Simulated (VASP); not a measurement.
## Bi: single point with RPBE

Bi:

```xyz
2
Lattice="2.2675 1.3091 3.9380 -2.2675 1.3091 3.9380 0.0000 -2.6183 3.9380" Properties=species:S:1:pos:R:3 pbc="T T T"
Bi    0.0000    0.0000    9.0495
Bi    0.0000    0.0000    2.7645
```

| Property | Result |
| --- | --- |
| Program | VASP 6.6.1 |
| Task | single point |
| Functional | RPBE |
| Potentials or basis | VASP PAW PBE potentials, release 64 (Bi_d) |
| Cutoff | 520 eV |
| k mesh | 7 × 7 × 7 |
| Occupations | methfessel-paxton, width 0.1 eV |
| Spin | no spin polarisation |

The pressure is 3.4 GPa. The largest force is 0.232 eV/Å. The band gap on the k mesh is 0.27 eV, indirect (least direct gap 0.54 eV).

Forces in eV/Å, atoms in the order of the input:
```
Bi   0.000  0.000 -0.232
Bi   0.000  0.000  0.232
```

Stress tensor (GPa, compression positive):
```
3.47 0.00 0.00
0.00 3.47 0.00
0.00 0.00 3.26
```

Levels at points of the mesh, in eV from the valence-band top:
| k point | band 12 | band 13 | band 14 | band 15 | band 16 | band 17 | band 18 | band 19 |
| --- | --- | --- | --- | --- | --- | --- | --- | --- |
| (0.00, 0.00, 0.00) | -7.20 | -1.25 | -1.00 | -1.00 | 2.73 | 3.21 | 3.21 | 5.90 |

It took 45 s on 1 thread of Intel(R) Xeon(R) Platinum 8375C CPU @ 2.90GHz (Ice Lake) (shared host), peak memory 0.22 GiB.

Caveat: the PAW data sets were made with another functional, which shifts forces and pressure a little; spin-orbit coupling is left out, which moves the levels of the heavy elements. A k mesh can miss the band edges.
